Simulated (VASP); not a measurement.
Crystal: Zr.

```xyz
1
Lattice="-1.8100 1.8100 1.8100 1.8100 -1.8100 1.8100 1.8100 1.8100 -1.8100" Properties=species:S:1:pos:R:3 pbc="T T T"
Zr    0.0000    0.0000    0.0000
```

This isn't the form of Zr at room conditions, which is hcp.

Program: VASP 6.6.1. Alike in all runs: task single point; cell as given; k mesh 16 × 16 × 16; cutoff (eV) 520; smearing fermi-dirac 0.03 eV.

Q: Order these runs on this cell by their pressure, lowest first.
A. level LDA; potentials or basis VASP PAW LDA potentials, release 64 (Zr_sv); spin off
B. level PBE; potentials or basis VASP PAW PBE potentials, release 64 (Zr_sv); spin non-collinear, zero start, SOC
C. level PBEsol; potentials or basis VASP PAW PBE potentials, release 64 (Zr_sv); spin off

A: A (-9.5 GPa), C (-6.7 GPa), B (-3.2 GPa).

Caveats: the cell stands under tension; the PAW data sets were made with another functional, which shifts forces and pressure a little (at least some runs).
